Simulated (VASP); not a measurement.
# Tl (P6/mmm) in VASP: relaxation of cell and atoms with LDA

Aim: the relaxation of cell and atoms of Tl with LDA.

All numbers are computed with VASP 6.6.1; they aren't measurements. Logs are shortened: lines on timing, memory, paths and dates and some standing lists are left out, and cuts for length are marked.

### Step 1. The cell of the first run

Symmetry: P6/mmm, No. 191, hexagonal system. Conventional cell: a = 3.229 Å, b = 3.229 Å, c = 3.051 Å, α = 90.00°, β = 90.00°, γ = 120.00°. Within 4.0 Å of Tl (site symmetry 6/mmm) lie 8 Tl at 3.05 to 3.23 Å.

### Step 2. Relaxation of cell and atoms, LDA, target pressure 1.2 GPa, at which the enthalpy is minimised

Input file INCAR:

```
SYSTEM = Tl
  PREC = Accurate
  ENCUT = 600
  EDIFF = 1E-7
  ISMEAR = -1
  SIGMA = 0.05
  LREAL = .FALSE.
  LASPH = .TRUE.
  NELM = 100
  ALGO = Normal
  ISIF = 3
  LWAVE = .FALSE.
  LCHARG = .FALSE.
  GGA = CA
  IBRION = 2
  NSW = 32
  EDIFFG = -0.005
  PSTRESS = 12.0
```

Input file KPOINTS:

```
regular mesh
0
G
  14 14 13
  0 0 0
```

Input file POSCAR:

```
Tl
1.0
    3.2294192484      0.0000000000      0.0000000000
   -1.6147096242      2.7967591086      0.0000000000
    0.0000000000      0.0000000000      3.0511306539
Tl
1
Direct
    0.0000000000      0.0000000000      0.0000000000
```

Potentials or basis: VASP PAW LDA potentials, release 64 (Tl_d).

Started as:

```bash
$ cat potpaw_LDA.64/Tl_d/POTCAR > POTCAR
$ mpirun -np 1 vasp_std > vasp.out
```

OUTCAR:

```text
SYSTEM = Tl
   PREC = Accurate
   ENCUT = 600
   EDIFF = 1E-7
   ISMEAR = -1
   LREAL = .FALSE.
   LASPH = .TRUE.
   NELM = 100
   ISIF = 3
   GGA = CA
   IBRION = 2
   NSW = 32
   EDIFFG = -0.005
   PSTRESS = 12.0

 ion  position               nearest neighbor table
   1  0.000  0.000  0.000-

  LATTYP: Found a hexagonal cell.
 ALAT       =     3.2294192484
 C/A-ratio  =     0.9447923664

  Lattice vectors:

 A1 = (   3.2294192484,   0.0000000000,   0.0000000000)
 A2 = (  -1.6147096242,   2.7967591086,   0.0000000000)
 A3 = (   0.0000000000,   0.0000000000,   3.0511306539)

Analysis of symmetry for initial positions (statically):
=====================================================================
 Subroutine PRICEL returns:
 Original cell was already a primitive cell.

 Routine SETGRP: Setting up the symmetry group for a
 hexagonal supercell.

 Subroutine GETGRP returns: Found 24 space group operations
 (whereof 24 operations were pure point group operations)
 out of a pool of 24 trial point group operations.

The static configuration has the point symmetry D_6h.

Analysis of symmetry for dynamics (positions and initial velocities):
=====================================================================
 Subroutine PRICEL returns:
 Original cell was already a primitive cell.

 Routine SETGRP: Setting up the symmetry group for a
 hexagonal supercell.

 Subroutine GETGRP returns: Found 24 space group operations
 (whereof 24 operations were pure point group operations)
 out of a pool of 24 trial point group operations.

The dynamic configuration has the point symmetry D_6h.

 Subroutine INISYM returns: Found 24 space group operations
 (whereof 24 operations are pure point group operations),
 and found     1 'primitive' translations

----------------------------------------------------------------------------------------

[... 146 lines left out ...]
  -------------------------------------------------------------------------------------
  Total        0.2286902      0.2286902      0.2267373     -0.0000000     -0.0000000      0.0000000
  in kB       13.2959008     13.2959008     13.1823636     -0.0000000     -0.0000000      0.0000000
  external PRESSURE =       1.2580550 kB  Pullay stress =      12.0000000 kB

 VOLUME and BASIS-vectors are now :
 -----------------------------------------------------------------------------
  energy-cutoff  :      600.00
  volume of cell :       27.56
      direct lattice vectors                 reciprocal lattice vectors
     3.229419248  0.000000000  0.000000000     0.309653199  0.178778358  0.000000000
    -1.614709624  2.796759109  0.000000000     0.000000000  0.357556715  0.000000000
     0.000000000  0.000000000  3.051130654     0.000000000  0.000000000  0.327747354

 POSITION                                       TOTAL-FORCE (eV/Angst)
 -----------------------------------------------------------------------------------
      0.00000      0.00000      0.00000        -0.000000      0.000000      0.000000
 -----------------------------------------------------------------------------------
    total drift:                                0.000000      0.000000      0.000000

  FREE ENERGIE OF THE ION-ELECTRON SYSTEM (eV)
  ---------------------------------------------------
  free  energy   TOTEN  =        -2.8523676226 eV

  energy  without entropy=       -2.8485026847  energy(sigma->0) =       -2.85043515

  enthalpy is  TOTEN    =        -2.6459670207 eV   P V=        0.2064006019

--------------------------------------- Ionic step        2  -------------------------------------------

 number of electron      13.0000001 magnetization

 Free energy of the ion-electron system (eV)
  ---------------------------------------------------
  ext. energy  EPLUGINS =         0.00000000
  ---------------------------------------------------
  free energy    TOTEN  =        -2.85304561 eV

  energy without entropy =       -2.84915958  energy(sigma->0) =       -2.85110260

 E-fermi :   6.7438     XC(G=0): -10.6220

 val. band max:        6.7418797220   @ k =   0.2857   0.2143   0.2308
 cond. band min:       6.7467969969   @ k =   0.2143   0.1429   0.3846
 fundamental gap:      0.0049172749
 Fermi energy:         6.7437611230

 k-point     1 :       0.0000    0.0000    0.0000
  band No.  band energies     occupation
      1      -5.7569      2.00000
      2      -5.0699      2.00000
      3      -5.0699      2.00000
      4      -4.4100      2.00000
      5      -4.4100      2.00000
      6      -3.8044      2.00000
      7      13.8604      0.00000
      8      16.3211      0.00000
      9      16.3211      0.00000
     10      17.8954      0.00000
[... 287 lines left out ...]
 k-point    24 :       0.3571    0.2857    0.0000
  band No.  band energies     occupation
      1      -5.4554      2.00000
      2      -4.9643      2.00000
      3      -4.7616      2.00000
      4      -4.6759      2.00000
      5      -4.6226      2.00000
      6       1.6535      2.00000
      7       5.2274      2.00000
      8       6.5489      1.96023
      9      19.4943      0.00000
     10      20.4846      0.00000

 [... further k-points ...]
[... 5 lines left out ...]
  --------------------------------------------------------------------------------------
  -------------------------------------------------------------------------------------
  Total        0.2044508      0.2044508      0.2043153      0.0000000     -0.0000000     -0.0000000
  in kB       11.8494945     11.8494945     11.8416373      0.0000000     -0.0000000     -0.0000000
  external PRESSURE =      -0.1531246 kB  Pullay stress =      12.0000000 kB

 VOLUME and BASIS-vectors are now :
 -----------------------------------------------------------------------------
  energy-cutoff  :      600.00
  volume of cell :       27.64
      direct lattice vectors                 reciprocal lattice vectors
     3.232891867  0.000000000  0.000000000     0.309320584  0.178586322  0.000000000
    -1.616445933  2.799766484  0.000000000     0.000000000  0.357172645  0.000000000
    -0.000000000 -0.000000000  3.054124109     0.000000000  0.000000000  0.327426118

 POSITION                                       TOTAL-FORCE (eV/Angst)
 -----------------------------------------------------------------------------------
      3.23289      0.00000      0.00000        -0.000000      0.000000      0.000000
 -----------------------------------------------------------------------------------
    total drift:                                0.000000      0.000000     -0.000000

  FREE ENERGIE OF THE ION-ELECTRON SYSTEM (eV)
  ---------------------------------------------------
  free  energy   TOTEN  =        -2.8530456109 eV

  energy  without entropy=       -2.8491595818  energy(sigma->0) =       -2.85110260

  enthalpy is  TOTEN    =        -2.6459979473 eV   P V=        0.2070476635

 reached required accuracy - stopping structural energy minimisation
```

OSZICAR:

```text
N       E                     dE             d eps       ncg     rms          rms(c)
DAV:   1     0.508526878654E+02    0.50853E+02   -0.75833E+03  3560   0.128E+03
DAV:   2    -0.238856034479E+01   -0.53241E+02   -0.52461E+02  3540   0.240E+02
DAV:   3    -0.289076934344E+01   -0.50221E+00   -0.50089E+00  3944   0.226E+01
DAV:   4    -0.289310437377E+01   -0.23350E-02   -0.23348E-02  3682   0.168E+00
DAV:   5    -0.289313201660E+01   -0.27643E-04   -0.27643E-04  3784   0.181E-01    0.298E+00
DAV:   6    -0.285935028582E+01    0.33782E-01   -0.63707E-02  3512   0.266E+00    0.204E+00
DAV:   7    -0.285292314255E+01    0.64271E-02   -0.21203E-02  3638   0.149E+00    0.737E-01
DAV:   8    -0.285236668458E+01    0.55646E-03   -0.10258E-03  3574   0.370E-01    0.338E-02
DAV:   9    -0.285236775671E+01   -0.10721E-05   -0.43076E-06  3842   0.263E-02    0.570E-03
DAV:  10    -0.285236762275E+01    0.13396E-06   -0.40114E-07  3618   0.772E-03    0.485E-04
DAV:  11    -0.285236762258E+01    0.17235E-09   -0.15665E-08  1976   0.116E-03
   1 F= -.26459670E+01 E0= -.26440346E+01  d E =-.264597E+01
       N       E                     dE             d eps       ncg     rms          rms(c)
DAV:   1    -0.285455152352E+01   -0.21839E-02   -0.27074E-02  3460   0.186E+00    0.222E-01
DAV:   2    -0.285322320402E+01    0.13283E-02   -0.27852E-03  3414   0.577E-01    0.724E-02
DAV:   3    -0.285305212864E+01    0.17108E-03   -0.59862E-04  3476   0.266E-01    0.576E-02
DAV:   4    -0.285304588021E+01    0.62484E-05   -0.16860E-05  3486   0.375E-02    0.255E-03
DAV:   5    -0.285304565398E+01    0.22623E-06   -0.28451E-06  3628   0.185E-02    0.250E-03
DAV:   6    -0.285304561086E+01    0.43114E-07   -0.16203E-07  1916   0.467E-03
   2 F= -.26459979E+01 E0= -.26440549E+01  d E =-.309267E-04
```

It took 1.7 min on 1 thread of Oxide Virtual Turin-like, shared host; peak memory 0.15 GiB.

What came out:

```
Free energy                                            : -2.8530 eV
Relaxed volume                                         : 27.64 Å³/atom
Relaxed cell                                           : a = 3.233 Å, b = 3.233 Å, c = 3.054 Å, α = 90.00°, β = 90.00°, γ = 120.00°
Space group after relaxing (to 0.05 Å)                 : P6/mmm (No. 191)
Energy change on relaxing (the enthalpy is what falls) : -0.7 meV/atom
Ionic steps                                            : 2
Pressure after relaxing                                : 1.2 GPa
```

Step by step:
| step | energy change (eV) | largest force (eV/Å) | pressure (GPa) | volume (Å³) |
| --- | --- | --- | --- | --- |
| 1 | 0.0000 | 0.0000 | 1.33 | 27.56 |
| 2 | -0.0007 | 0.0000 | 1.18 | 27.64 |

Final structure:
```
Tl
1.0
     3.23289    0.00000    0.00000
    -1.61645    2.79977    0.00000
     0.00000    0.00000    3.05412
Tl
1
Cartesian
  3.2329 0.0000 0.0000
```

Caveat: the cell is relaxed towards a set pressure, so the enthalpy falls and the energy may rise; spin-orbit coupling is left out, which moves the levels of the heavy elements.
